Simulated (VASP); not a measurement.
# Au (P6_3/mmc) in VASP: a series of runs

Au is run at these levels: PBEsol; tasks: relaxation of shape and atoms at fixed volume, relaxation of cell and atoms.

All numbers are computed with VASP 6.6.1; they aren't measurements. Logs are shortened: lines on timing, memory, paths and dates and some standing lists are left out, and cuts for length are marked.

### 1 The cell of the first run

The structure is hexagonal, space group P6_3/mmc (No. 194). The conventional cell has a = 2.634 Å, b = 2.634 Å, c = 4.424 Å, α = 90.00°, β = 90.00°, γ = 120.00°. Au (site symmetry -6m2) has 12 Au at 2.63 to 2.68 Å within 3.5 Å.

This isn't the form of Au at room conditions, which is fcc.

### 2 Relaxation of shape and atoms at fixed volume, PBEsol

Input file INCAR:

```
PREC     = Accurate       # precision mode
ENCUT    = 600            # plane-wave cutoff, eV
EDIFF    = 1E-6           # SCF threshold, eV
ISMEAR   = -1             # smearing method
SIGMA    = 0.05           # smearing width, eV
LREAL    = F              # projectors in reciprocal space
LASPH    = T              # aspherical terms in the spheres
NELM     = 80             # most SCF steps
ALGO     = Normal         # electronic algorithm
ISIF     = 4              # what is computed and relaxed
LWAVE    = F              # write WAVECAR
LCHARG   = F              # write CHGCAR
GGA      = PS             # functional
IBRION   = 2              # ionic algorithm
NSW      = 50             # ionic steps
EDIFFG   = -0.005         # ionic threshold
```

Input file KPOINTS:

```
Automatic mesh
0
Gamma
  15 15 8
```

Input file POSCAR:

```
Au
1.0
    2.6337075874      0.0000000000      0.0000000000
   -1.3168537937      2.2808576768      0.0000000000
    0.0000000000      0.0000000000      4.4241625076
Au
2
Direct
    0.3333333333      0.6666666667      0.2500000000
    0.6666666667      0.3333333333      0.7500000000
```

Potentials or basis: VASP PAW PBE potentials, release 64 (Au).

Started as:

```sh
$ cat potpaw_PBE.64/Au/POTCAR > POTCAR
$ mpirun -np 1 vasp_std > vasp.out
```

OUTCAR:

```text
PREC = Accurate
   ENCUT = 600
   EDIFF = 1E-6
   ISMEAR = -1
   LREAL = F
   LASPH = T
   NELM = 80
   ISIF = 4
   GGA = PS
   IBRION = 2
   NSW = 50
   EDIFFG = -0.005

 ion  position               nearest neighbor table
   1  0.333  0.667  0.250-   2 2.68   2 2.68   2 2.68   2 2.68   2 2.68   2 2.68
   2  0.667  0.333  0.750-   1 2.68   1 2.68   1 2.68   1 2.68   1 2.68   1 2.68

  LATTYP: Found a hexagonal cell.
 ALAT       =     2.6337075874
 C/A-ratio  =     1.6798229723

  Lattice vectors:

 A1 = (   2.6337075874,   0.0000000000,   0.0000000000)
 A2 = (  -1.3168537937,   2.2808576768,   0.0000000000)
 A3 = (   0.0000000000,   0.0000000000,   4.4241625076)

Analysis of symmetry for initial positions (statically):
=====================================================================
 Subroutine PRICEL returns:
 Original cell was already a primitive cell.

 Routine SETGRP: Setting up the symmetry group for a
 hexagonal supercell.

 Subroutine GETGRP returns: Found 24 space group operations
 (whereof 12 operations were pure point group operations)
 out of a pool of 24 trial point group operations.

The static configuration has the point symmetry D_3d.
 The point group associated with its full space group is D_6h.

Analysis of symmetry for dynamics (positions and initial velocities):
=====================================================================
 Subroutine PRICEL returns:
 Original cell was already a primitive cell.

 Routine SETGRP: Setting up the symmetry group for a
 hexagonal supercell.

 Subroutine GETGRP returns: Found 24 space group operations
 (whereof 12 operations were pure point group operations)
 out of a pool of 24 trial point group operations.

The dynamic configuration has the point symmetry D_3d.
 The point group associated with its full space group is D_6h.

 Subroutine INISYM returns: Found 24 space group operations
 (whereof 12 operations are pure point group operations),
 and found     1 'primitive' translations

----------------------------------------------------------------------------------------

                                     Primitive cell

[... 105 lines left out ...]
   ISMEAR =    -1;   SIGMA  =   0.05  broadening in eV -4-tet -1-fermi 0-gaus
   EFERMI_NEDOS =   21; number of points for ismear=-14 and -15
   IALGO  =     38    algorithm
   IMIX   =      4    mixing-type and parameters
     AMIX     =   0.40;   BMIX     =  1.00
     AMIX_MAG =   1.60;   BMIX_MAG =  1.00
  volume/ion in A,a.u.               =      13.29        89.67
  Fermi-wavevector in a.u.,A,eV,Ry     =   1.537152  2.904796 32.148335  2.362836
  Thomas-Fermi vector in A             =   2.643701
   LORBIT       =      0    0 simple, 1 ext, 2 COOP (PROOUT), +10 PAW based schemes
   GGA     = PS    functional components
   LHFCALC =     F    Hartree Fock is set to
   AEXX    =    0.0000 exact exchange contribution
   IVDW    =     0    specifies the selected vdW correction
   LEPSILON=     F    determine dielectric tensor
   LRPA    =     F    only Hartree local field effects (RPA)
 conjugate gradient relaxation of ions
 non-spin polarized calculation
  energy-cutoff  :      600.00
  volume of cell :       26.58
 maximum number of plane-waves:       900
 NGX is ok and might be reduce to    24
   NGX = 11   NGY = 11   NGZ = 17

--------------------------------------- Ionic step        1  -------------------------------------------

 number of electron      22.0000000 magnetization

 Free energy of the ion-electron system (eV)
  ---------------------------------------------------
  ext. energy  EPLUGINS =         0.00000000
  ---------------------------------------------------
  free energy    TOTEN  =        -6.29771139 eV

  energy without entropy =       -6.29364368  energy(sigma->0) =       -6.29567754

------------------------ aborting loop because EDIFF is reached ----------------------------------------

  FORCE on cell =-STRESS in cart. coord.  units (eV):
  Direction    XX          YY          ZZ          XY          YZ          ZX
  --------------------------------------------------------------------------------------
  -------------------------------------------------------------------------------------
  Total       14.8448609     14.8448609     13.5800089      0.0000000      0.0000000      0.0000000
  in kB      894.9317231    894.9317231    818.6793252      0.0000000      0.0000000      0.0000000
  external PRESSURE =     869.5142571 kB  Pullay stress =       0.0000000 kB
[... 59 lines left out ...]
--------------------------------------- Ionic step        3  -------------------------------------------

 number of electron      22.0000002 magnetization

 Free energy of the ion-electron system (eV)
  ---------------------------------------------------
  ext. energy  EPLUGINS =         0.00000000
  ---------------------------------------------------
  free energy    TOTEN  =        -6.30476369 eV

  energy without entropy =       -6.30215034  energy(sigma->0) =       -6.30345701

 E-fermi :  14.1366     XC(G=0): -14.3999

 val. band max:       14.1015857883   @ k =   0.4667   0.0667   0.2500
 cond. band min:      14.2278330221   @ k =   0.1333   0.1333   0.2500
 fundamental gap:      0.1262472338
 Fermi energy:        14.1365514757

 k-point     1 :       0.0000    0.0000    0.0000
  band No.  band energies     occupation
      1       1.1692      2.00000
      2       3.9913      2.00000
      3       7.6234      2.00000
      4       7.9014      2.00000
      5       7.9014      2.00000
      6       8.4326      2.00000
      7       8.4326      2.00000
      8       9.3283      2.00000
      9       9.3283      2.00000
     10      11.5603      2.00000
     11      11.5603      2.00000
     12      11.6695      2.00000
     13      18.4573      0.00000
     14      27.9944      0.00000
[... 401 lines left out ...]
      2       5.5319      2.00000
      3       5.6533      2.00000
      4       7.5212      2.00000
      5       7.6626      2.00000
      6       7.9529      2.00000
      7       8.8925      2.00000
      8      11.2490      2.00000
      9      11.5977      2.00000
     10      11.7284      2.00000
     11      15.9297      0.00000
     12      16.6015      0.00000
     13      20.3541      0.00000
     14      22.6387      0.00000
     15      24.3505      0.00000

 [... further k-points ...]

------------------------ aborting loop because EDIFF is reached ----------------------------------------

  FORCE on cell =-STRESS in cart. coord.  units (eV):
  Direction    XX          YY          ZZ          XY          YZ          ZX
  --------------------------------------------------------------------------------------
  -------------------------------------------------------------------------------------
  Total       14.3822687     14.3822687     14.3740677      0.0000000     -0.0000000      0.0000000
  in kB      867.0440593    867.0440592    866.5496624      0.0000000     -0.0000000      0.0000000
  external PRESSURE =     866.8792603 kB  Pullay stress =       0.0000000 kB
[... 17 lines left out ...]
  FREE ENERGIE OF THE ION-ELECTRON SYSTEM (eV)
  ---------------------------------------------------
  free  energy   TOTEN  =        -6.3047636885 eV

  energy  without entropy=       -6.3021503391  energy(sigma->0) =       -6.30345701

 reached required accuracy - stopping structural energy minimisation
```

It took 53 s on 1 thread of Intel Xeon 6975P-C (Granite Rapids), shared host; peak memory 0.2 GiB.

Results:

- Free energy: -6.3048 eV
- Energy gained by relaxing: 3.5 meV/atom
- Ionic steps: 3
- Pressure after relaxing: 86.7 GPa
- Band gap on the k mesh: zero (bands 11 and 12 overlap by 8.51 eV)

Step by step:
```csv
step,energy change (eV),largest force (eV/Å),pressure (GPa),volume (Å³)
1,0.0000,0.0000,86.95,26.58
2,-0.0021,0.0000,86.71,26.58
3,-0.0071,0.0000,86.69,26.58
```

Final structure:
```xyz
2
Lattice="2.6484 0.0000 0.0000 -1.3242 2.2936 0.0000 0.0000 0.0000 4.3753" Properties=species:S:1:pos:R:3 pbc="T T T"
Au    0.0000    1.5290    1.0938
Au    1.3242    0.7645    3.2814
```

Levels at points of the mesh, in eV from the Fermi level:
```
           k point  band 8  band 9  band 10  band 11  band 12  band 13  band 14  band 15
(0.00, 0.00, 0.00)   -4.81   -4.81    -2.58    -2.58    -2.47     4.32    13.86    15.63
(0.00, 0.00, 0.50)   -6.31   -3.27    -3.27    -3.27    -3.27    12.39    12.39    14.75
```

Caveat: the PAW data sets were made with another functional, which shifts forces and pressure a little; spin-orbit coupling is left out, which moves the levels of the heavy elements.

### 3 Relaxation of shape and atoms at fixed volume, PBEsol

This run uses another cell than the first one, of 14.99 Å³/atom.

Input file INCAR:

```
ALGO = Normal ; EDIFF = 1E-7
EDIFFG = -0.005 ; ENCUT = 600
GGA = PS ; IBRION = 2
ISIF = 4 ; ISMEAR = -1
LASPH = T ; LCHARG = F
LREAL = F ; LWAVE = F
NELM = 80 ; NSW = 50
PREC = Accurate ; SIGMA = 0.05
```

Input file KPOINTS:

```
k-points
0
Gamma
  15 15 8
```

Input file POSCAR:

```
Au
1.0
    2.7417651047      0.0000000000      0.0000000000
   -1.3708825524      2.3744382318      0.0000000000
    0.0000000000      0.0000000000      4.6056800074
Au
2
Direct
    0.3333333333      0.6666666667      0.2500000000
    0.6666666667      0.3333333333      0.7500000000
```

Potentials or basis: VASP PAW PBE potentials, release 64 (Au).

Started as:

```sh
$ cat potpaw_PBE.64/Au/POTCAR > POTCAR
$ mpirun -np 1 vasp_std > vasp.out
```

It took 94 s on 1 thread of Intel Xeon 6975P-C (Granite Rapids), shared host; peak memory 0.2 GiB.

Results (log left out):

```
Free energy               : -7.4961 eV
Energy gained by relaxing : 1.0 meV/atom
Ionic steps               : 3
Pressure after relaxing   : 31.5 GPa
Band gap on the k mesh    : zero (bands 11 and 12 overlap by 7.81 eV)
```

Step by step:
```
step  energy change (eV)  largest force (eV/Å)  pressure (GPa)  volume (Å³)
   1              0.0000                0.0000           31.71        29.98
   2             -0.0019                0.0000           31.51        29.98
   3             -0.0020                0.0000           31.54        29.98
```

Final structure:
```yaml
crystal:
  lattice:
    - [2.75200, 0.00000, 0.00000]
    - [-1.37600, 2.38330, 0.00000]
    - [0.00000, 0.00000, 4.57149]
  atoms:
    - { symbol: Au, position: [0.33333, 0.66667, 0.25000] }
    - { symbol: Au, position: [0.66667, 0.33333, 0.75000] }
```

Levels at points of the mesh, in eV from the Fermi level:
| k point | band 8 | band 9 | band 10 | band 11 | band 12 | band 13 | band 14 | band 15 |
| --- | --- | --- | --- | --- | --- | --- | --- | --- |
| (0.00, 0.00, 0.00) | -4.15 | -4.15 | -2.36 | -2.36 | -1.82 | 3.48 | 14.28 | 15.81 |
| (0.00, 0.00, 0.50) | -5.41 | -2.94 | -2.94 | -2.94 | -2.94 | 11.67 | 11.67 | 14.74 |

Caveat: the PAW data sets were made with another functional, which shifts forces and pressure a little; spin-orbit coupling is left out, which moves the levels of the heavy elements.

### 4 Relaxation of cell and atoms, PBEsol

This run uses another cell than the first one, of 16.99 Å³/atom.

Input file INCAR:

```
SYSTEM = Au
ALGO = Normal
EDIFF = 1E-6
EDIFFG = -0.005
ENCUT = 600
GGA = PS
IBRION = 2
ISIF = 3
ISMEAR = -1
LASPH = .True.
LCHARG = .False.
LREAL = .False.
LWAVE = .False.
NELM = 60
NSW = 60
PREC = Accurate
SIGMA = 0.05
```

Input file KPOINTS:

```
k-points
0
Gamma
  15 15 8
  0 0 0
```

Input file POSCAR:

```
Au
1.0
    2.8935778599      0.0000000000      0.0000000000
   -1.4467889300      2.5059119345      0.0000000000
    0.0000000000      0.0000000000      4.6875961331
Au
2
Direct
    0.3333333333      0.6666666667      0.2500000000
    0.6666666667      0.3333333333      0.7500000000
```

Started as:

```sh
$ cat potpaw_PBE.64/Au/POTCAR > POTCAR
$ mpirun -np 1 vasp_std > vasp.out
```

It took 1.9 min on 1 thread of Intel Xeon 6975P-C (Granite Rapids), shared host; peak memory 0.22 GiB.

It converged, with:

| Quantity | Value |
| --- | --- |
| Free energy | -7.8432 eV |
| Relaxed volume | 17.02 Å³/atom |
| Relaxed cell | a = 2.860 Å, b = 2.860 Å, c = 4.804 Å, α = 90.00°, β = 90.00°, γ = 120.00° |
| Space group after relaxing (to 0.1 Å) | P6_3/mmc (No. 194) |
| Energy gained by relaxing | 6.2 meV/atom |
| Ionic steps | 6 |
| Pressure after relaxing | 0.0 GPa |
| Band gap on the k mesh | zero (bands 11 and 12 overlap by 6.93 eV) |

Step by step:
| step | energy change (eV) | largest force (eV/Å) | pressure (GPa) | volume (Å³) |
| --- | --- | --- | --- | --- |
| 1 | 0.0000 | 0.0000 | 0.14 | 33.99 |
| 2 | -0.0107 | 0.0000 | -0.22 | 34.06 |
| 3 | -0.0123 | 0.0000 | -0.28 | 34.09 |
| 4 | -0.0123 | 0.0000 | -0.28 | 34.09 |
| 5 | -0.0122 | 0.0000 | 0.57 | 33.93 |
| 6 | -0.0124 | 0.0000 | 0.00 | 34.03 |

Final structure:
```yaml
crystal:
  lattice:
    - [2.86003, 0.00000, 0.00000]
    - [-1.43001, 2.47686, 0.00000]
    - [0.00000, 0.00000, 4.80426]
  atoms:
    - { symbol: Au, position: [0.33333, 0.66667, 0.25000] }
    - { symbol: Au, position: [0.66667, 0.33333, 0.75000] }
```

Levels at points of the mesh, in eV from the Fermi level:
| k point | band 7 | band 8 | band 9 | band 10 | band 11 | band 12 | band 13 | band 14 | band 15 |
| --- | --- | --- | --- | --- | --- | --- | --- | --- | --- |
| (0.00, 0.00, 0.00) | -4.27 | -3.56 | -3.56 | -2.18 | -2.18 | -1.23 | 2.66 | 14.54 | 15.67 |
| (0.00, 0.00, 0.50) | -4.63 | -4.63 | -2.65 | -2.65 | -2.65 | -2.65 | 10.59 | 10.59 | 14.85 |

Caveat: the PAW data sets were made with another functional, which shifts forces and pressure a little; spin-orbit coupling is left out, which moves the levels of the heavy elements.

### 5 Overview

```tsv
task	cell	gap on the mesh (eV)	pressure (GPa)
relaxation of shape and atoms at fixed volume	relaxed from a = 2.634, b = 2.634, c = 4.424 Å, angles 90.0, 90.0, 120.0°, 2 atoms	none	86.7
relaxation of shape and atoms at fixed volume	relaxed from a = 2.742, b = 2.742, c = 4.606 Å, angles 90.0, 90.0, 120.0°, 2 atoms	none	31.5
relaxation of cell and atoms	relaxed from a = 2.894, b = 2.894, c = 4.688 Å, angles 90.0, 90.0, 120.0°, 2 atoms	none	0.0
```

Alike in all rows: level PBEsol; potentials or basis VASP PAW PBE potentials, release 64 (Au); no spin polarisation; k mesh 15 × 15 × 8; cutoff (eV) 600; smearing fermi-dirac 0.05 eV.

Caveats: the PAW data sets were made with another functional, which shifts forces and pressure a little; spin-orbit coupling is left out, which moves the levels of the heavy elements.

Absolute energies hang on the potentials; compare differences alone.
